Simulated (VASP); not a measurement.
# NaCl in VASP: notebook

The runs below take NaCl through single point, with r2SCAN.

Program: VASP 6.6.1. These are calculated values, not measurements. Logs are shortened: lines on timing, memory, paths and dates and some standing lists are left out, and cuts for length are marked.

## 1. The cell of the first run

The structure is cubic, space group Fm-3m (No. 225). The conventional cell has a = 5.210 Å, b = 5.210 Å, c = 5.210 Å, α = 90.00°, β = 90.00°, γ = 90.00°. Within 3.4 Å of Na (site symmetry m-3m) lie 6 Cl at 2.61 Å. Cl (site symmetry m-3m) has 6 Na at 2.61 Å within 3.4 Å.

## 2. Single point, r2SCAN (strain -0.080 along x and y, -0.080 along z)

Input file POSCAR:

```
NaCl
1.0
    0.0000000000      2.6052100000      2.6052100000
    2.6052100000      0.0000000000      2.6052100000
    2.6052100000      2.6052100000      0.0000000000
Na Cl
1 1
Direct
    0.0000000000      0.0000000000      0.0000000000
    0.5000000000      0.5000000000      0.5000000000
```

Input file INCAR.step1:

```
SYSTEM = NaCl
PREC     = Accurate       ! precision mode
ENCUT    = 520            ! plane-wave cutoff, eV
ISMEAR   = 0              ! smearing method
SIGMA    = 0.05           ! smearing width, eV
LREAL    = .False.        ! projectors in reciprocal space
LASPH    = .True.         ! aspherical terms in the spheres
NELM     = 60             ! most SCF steps
NBANDS   = 14             ! bands
GGA      = PE             ! functional
ALGO     = Normal         ! electronic algorithm
EDIFF    = 1E-4           ! SCF threshold, eV
LWAVE    = .True.         ! write WAVECAR
LCHARG   = .False.        ! write CHGCAR
```

Input file INCAR.step2:

```
SYSTEM = NaCl
PREC     = Accurate       ! precision mode
ENCUT    = 520            ! plane-wave cutoff, eV
EDIFF    = 1E-6           ! SCF threshold, eV
ISMEAR   = 0              ! smearing method
SIGMA    = 0.05           ! smearing width, eV
LREAL    = .False.        ! projectors in reciprocal space
LASPH    = .True.         ! aspherical terms in the spheres
NELM     = 60             ! most SCF steps
ALGO     = Normal         ! electronic algorithm
ISIF     = 2              ! what is computed and relaxed
LWAVE    = .False.        ! write WAVECAR
LCHARG   = .True.         ! write CHGCAR
METAGGA  = R2SCAN         ! meta-GGA
LMIXTAU  = .True.       
LELF     = .True.         ! ELF
LVHAR    = .True.       
NBANDS   = 14             ! bands
ISTART   = 1
```

Input file KPOINTS:

```
regular mesh
0
Gamma
  8 8 8
  0 0 0
```

Potentials or basis: VASP PAW PBE potentials, release 64 (Na_pv, Cl).

The run is started by

```bash
$ cat potpaw_PBE.64/Na_pv/POTCAR potpaw_PBE.64/Cl/POTCAR > POTCAR
$ cp INCAR.step1 INCAR
$ mpirun -np 1 vasp_std > vasp.out
$ cp INCAR.step2 INCAR
$ mpirun -np 1 vasp_std > vasp.out
```

OUTCAR:

```text
SYSTEM = NaCl
   PREC = Accurate
   ENCUT = 520
   EDIFF = 1E-6
   ISMEAR = 0
   LREAL = .False.
   LASPH = .True.
   NELM = 60
   ISIF = 2
   METAGGA = R2SCAN
   ISTART = 1

 ion  position               nearest neighbor table
   1  0.000  0.000  0.000-   2 2.61   2 2.61   2 2.61   2 2.61   2 2.61   2 2.61
   2  0.500  0.500  0.500-   1 2.61   1 2.61   1 2.61   1 2.61   1 2.61   1 2.61

  LATTYP: Found a face centered cubic cell.
 ALAT       =     5.2104200000

  Lattice vectors:

 A1 = (   0.0000000000,   2.6052100000,   2.6052100000)
 A2 = (   2.6052100000,   0.0000000000,   2.6052100000)
 A3 = (   2.6052100000,   2.6052100000,   0.0000000000)

Analysis of symmetry for initial positions (statically):
=====================================================================
 Subroutine PRICEL returns:
 Original cell was already a primitive cell.

 Routine SETGRP: Setting up the symmetry group for a
 face centered cubic supercell.

 Subroutine GETGRP returns: Found 48 space group operations
 (whereof 48 operations were pure point group operations)
 out of a pool of 48 trial point group operations.

The static configuration has the point symmetry O_h .

Analysis of symmetry for dynamics (positions and initial velocities):
=====================================================================
 Subroutine PRICEL returns:
 Original cell was already a primitive cell.

 Routine SETGRP: Setting up the symmetry group for a
 face centered cubic supercell.

 Subroutine GETGRP returns: Found 48 space group operations
 (whereof 48 operations were pure point group operations)
 out of a pool of 48 trial point group operations.

The dynamic configuration has the point symmetry O_h .

 Subroutine INISYM returns: Found 48 space group operations
 (whereof 48 operations are pure point group operations),
 and found     1 'primitive' translations

----------------------------------------------------------------------------------------

                                     Primitive cell

  volume of cell :      35.3637

  direct lattice vectors                    reciprocal lattice vectors
     0.000000000  2.605210000  2.605210000    -0.191923108  0.191923108  0.191923108
     2.605210000  0.000000000  2.605210000     0.191923108 -0.191923108  0.191923108
     2.605210000  2.605210000  0.000000000     0.191923108  0.191923108 -0.191923108

  length of vectors
     3.684323315  3.684323315  3.684323315     0.332420574  0.332420574  0.332420574

  position of ions in fractional coordinates (direct lattice)
     0.000000000  0.000000000  0.000000000
     0.500000000  0.500000000  0.500000000

  ion indices of the primitive-cell ions
   primitive index   ion index
                 1           1
                 2           2

----------------------------------------------------------------------------------------

 KPOINTS: regular mesh

Automatic generation of k-mesh.
 Grid dimensions read from file:
 generate k-points for:    8    8    8

 Generating k-lattice:

  Cartesian coordinates                     Fractional coordinates (reciprocal lattice)
    -0.023990388  0.023990388  0.023990388     0.125000000  0.000000000  0.000000000
     0.023990388 -0.023990388  0.023990388     0.000000000  0.125000000  0.000000000
     0.023990388  0.023990388 -0.023990388     0.000000000  0.000000000  0.125000000

  Length of vectors
     0.041552572  0.041552572  0.041552572

  Shift w.r.t. Gamma in fractional coordinates (k-lattice)
     0.000000000  0.000000000  0.000000000

 Subroutine IBZKPT returns following result:
 ===========================================

 Found     29 irreducible k-points:

 Following reciprocal coordinates:
            Coordinates               Weight
  0.000000  0.000000  0.000000      1.000000
  0.125000  0.000000  0.000000      8.000000
  0.250000  0.000000  0.000000      8.000000
  0.375000  0.000000  0.000000      8.000000
  0.500000  0.000000  0.000000      4.000000
  0.125000  0.125000  0.000000      6.000000
[... 16 lines left out ...]
  0.500000  0.250000  0.125000     48.000000
 -0.375000  0.250000  0.125000     24.000000
 [... further k-points ...]
   k-points           NKPTS =     29   k-points in BZ     NKDIM =     29   number of bands    NBANDS=     14
   number of dos      NEDOS =    301   number of ions     NIONS =      2
   total plane-waves  NPLWV =  21952
   dimension x,y,z NGX =    28 NGY =   28 NGZ =   28
   dimension x,y,z NGXF=    56 NGYF=   56 NGZF=   56
   ions per type =               1   1
   NGX,Y,Z   is equivalent  to a cutoff of  12.63, 12.63, 12.63 a.u.
   NGXF,Y,Z  is equivalent  to a cutoff of  25.27, 25.27, 25.27 a.u.
 SYSTEM =  NaCl
   PREC   = accura    normal or accurate (medium, high low for compatibility)
   ISTART =      1    job   : 0-new  1-cont  2-samecut
   ICHARG =      0    charge: 1-file 2-atom 10-const
   ISPIN  =      1    spin polarized calculation?
   LNONCOLLINEAR =      F non collinear calculations
   LSORBIT =      F    spin-orbit coupling
   LASPH  =      T    aspherical Exc in radial PAW
   ENCUT  =  520.0 eV  38.22 Ry    6.18 a.u.   6.85  6.85  6.85*2*pi/ulx,y,z
   NELM   =     60;   NELMIN=  2; NELMDL=  0     # of ELM steps
   EDIFF  = 0.1E-05   stopping-criterion for ELM
   LREAL  =      F    real-space projection
   EDIFFG = 0.1E-04   stopping-criterion for IOM
   NSW    =      0    number of steps for IOM
   IBRION =     -1    ionic relax: 0-MD 1-quasi-New 2-CG
   NFREE  =      0    steps in history (QN), initial steepest desc. (CG)
   ISIF   =      2    stress and relaxation
   ISYM   =      2    0-nonsym 1-usesym 2-fastsym
   POTIM  = 0.5000    time-step for ionic-motion
   TEBEG  =    0.0;   TEEND  =   0.0 temperature during run
   PSTRESS=    0.0 pullay stress
   NELECT =      14.0000    total number of electrons
   NUPDOWN=      -1.0000    fix difference up-down
   EMIN   =  10.00;   EMAX   =-10.00  energy-range for DOS
   EFERMI =   0.00;   METHOD = LEGACY
   ISMEAR =     0;   SIGMA  =   0.05  broadening in eV -4-tet -1-fermi 0-gaus
   EFERMI_NEDOS =   21; number of points for ismear=-14 and -15
   IALGO  =     38    algorithm
   IMIX   =      4    mixing-type and parameters
     AMIX     =   0.40;   BMIX     =  1.00
     AMIX_MAG =   1.60;   BMIX_MAG =  1.00
  volume/ion in A,a.u.               =      17.68       119.32
  Fermi-wavevector in a.u.,A,eV,Ry     =   1.202075  2.271592 19.660194  1.444983
  Thomas-Fermi vector in A             =   2.337866
   LORBIT       =      0    0 simple, 1 ext, 2 COOP (PROOUT), +10 PAW based schemes
   METAGGA = R2SCAN    functional components
   LHFCALC =     F    Hartree Fock is set to
   AEXX    =    0.0000 exact exchange contribution
   IVDW    =     0    specifies the selected vdW correction
   LEPSILON=     F    determine dielectric tensor
   LRPA    =     F    only Hartree local field effects (RPA)
 non-spin polarized calculation
 Gauss-broadening in eV      SIGMA  =   0.05
  energy-cutoff  :      520.00
  volume of cell :       35.36
 maximum number of plane-waves:       961
   NGX = 13   NGY = 13   NGZ = 13

 number of electron      14.0000008 magnetization

 Free energy of the ion-electron system (eV)
  ---------------------------------------------------
  ext. energy  EPLUGINS =         0.00000000
  ---------------------------------------------------
  free energy    TOTEN  =       -13.58255465 eV

  energy without entropy =      -13.58255465  energy(sigma->0) =      -13.58255465

 E-fermi :   0.6997     XC(G=0):  -9.7996

 val. band max:        0.4619814655   @ k =   0.0000   0.0000   0.0000
 cond. band min:       7.5662181454   @ k =   0.0000   0.0000   0.0000
 fundamental gap:      7.1042366799
 Fermi energy:         0.6996658509

 k-point     1 :       0.0000    0.0000    0.0000
  band No.  band energies     occupation
      1     -20.7412      2.00000
      2     -20.7407      2.00000
      3     -20.7407      2.00000
      4     -13.4476      2.00000
      5       0.4620      2.00000
      6       0.4620      2.00000
      7       0.4620      2.00000
      8       7.5662      0.00000
      9      12.3477      0.00000
     10      12.3477      0.00000
     11      12.3478      0.00000
     12      14.9373      0.00000
     13      14.9373      0.00000
     14      17.0707      0.00000

 k-point     2 :       0.1250    0.0000    0.0000
  band No.  band energies     occupation
      1     -20.7540      2.00000
      2     -20.7418      2.00000
      3     -20.7413      2.00000
      4     -13.3555      2.00000
      5      -0.0508      2.00000
      6       0.3901      2.00000
      7       0.3902      2.00000
      8       8.1435      0.00000
      9      11.8631      0.00000
     10      12.6241      0.00000
     11      12.6242      0.00000
     12      14.8079      0.00000
     13      14.8079      0.00000
     14      18.2980      0.00000

 k-point     3 :       0.2500    0.0000    0.0000
  band No.  band energies     occupation
      1     -20.7852      2.00000
      2     -20.7433      2.00000
      3     -20.7429      2.00000
      4     -13.1237      2.00000
      5      -1.0885      2.00000
      6       0.2243      2.00000
      7       0.2243      2.00000
      8       8.9348      0.00000
      9      11.8589      0.00000
     10      12.9678      0.00000
     11      12.9682      0.00000
     12      15.1635      0.00000
     13      15.1637      0.00000
     14      19.1642      0.00000
[... 324 lines left out ...]
 k-point    23 :       0.5000    0.2500    0.1250
  band No.  band energies     occupation
      1     -20.8030      2.00000
      2     -20.7603      2.00000
      3     -20.7490      2.00000
      4     -12.7991      2.00000
      5      -1.7544      2.00000
      6      -0.5856      2.00000
      7      -0.1202      2.00000
      8      10.1354      0.00000
      9      11.6027      0.00000
     10      12.0199      0.00000
     11      14.1065      0.00000
     12      16.0471      0.00000
     13      19.1289      0.00000
     14      19.4716      0.00000

 k-point    24 :      -0.3750    0.2500    0.1250
  band No.  band energies     occupation
      1     -20.8089      2.00000
      2     -20.7614      2.00000
      3     -20.7512      2.00000
      4     -12.7218      2.00000
      5      -1.9358      2.00000
      6      -0.7063      2.00000
      7      -0.1979      2.00000
      8      10.0738      0.00000
      9      11.5671      0.00000
     10      12.8200      0.00000
     11      13.8978      0.00000
     12      16.9040      0.00000
     13      18.8168      0.00000
     14      19.5536      0.00000

 [... further k-points ...]
[... 5 lines left out ...]
  --------------------------------------------------------------------------------------
  -------------------------------------------------------------------------------------
  Total        2.1666303      2.1666303      2.1666303      0.0000000      0.0000000     -0.0000000
  in kB       98.1605974     98.1605974     98.1605974      0.0000000      0.0000000     -0.0000000
  external PRESSURE =      98.1605974 kB  Pullay stress =       0.0000000 kB

 VOLUME and BASIS-vectors are now :
 -----------------------------------------------------------------------------
  energy-cutoff  :      520.00
  volume of cell :       35.36
      direct lattice vectors                 reciprocal lattice vectors
     0.000000000  2.605210000  2.605210000    -0.191923108  0.191923108  0.191923108
     2.605210000  0.000000000  2.605210000     0.191923108 -0.191923108  0.191923108
     2.605210000  2.605210000  0.000000000     0.191923108  0.191923108 -0.191923108

 POSITION                                       TOTAL-FORCE (eV/Angst)
 -----------------------------------------------------------------------------------
      0.00000      0.00000      0.00000        -0.000000     -0.000000      0.000000
      2.60521      2.60521      2.60521         0.000000      0.000000     -0.000000
 -----------------------------------------------------------------------------------
    total drift:                                0.000000      0.000000      0.000000

  FREE ENERGIE OF THE ION-ELECTRON SYSTEM (eV)
  ---------------------------------------------------
  free  energy   TOTEN  =       -13.5825546542 eV

  energy  without entropy=      -13.5825546542  energy(sigma->0) =      -13.58255465
```

It used 60 s of CPU time on 1 thread of AMD EPYC 7R13 Processor (Zen 3), on a shared host.

What came out:

```
Free energy            : -13.5826 eV
Pressure               : 9.8 GPa
Band gap on the k mesh : 7.10 eV, direct
```

Levels at points of the mesh, in eV from the valence-band top:
| k point | band 5 | band 6 | band 7 | band 8 | band 9 | band 10 |
| --- | --- | --- | --- | --- | --- | --- |
| (0.00, 0.00, 0.00) | 0.00 | 0.00 | 0.00 | 7.10 | 11.89 | 11.89 |
| (0.50, 0.00, 0.00) | -2.77 | -0.46 | -0.46 | 8.35 | 12.29 | 12.29 |
| (0.50, 0.50, 0.00) | -2.42 | -0.88 | -0.88 | 8.28 | 9.12 | 14.18 |

Caveat: the cell differs from its parent crystal (strain -0.080 along x and y, -0.080 along z); the PAW data sets were made with another functional, which shifts forces and pressure a little.

(Continued in part 2 of 2.)
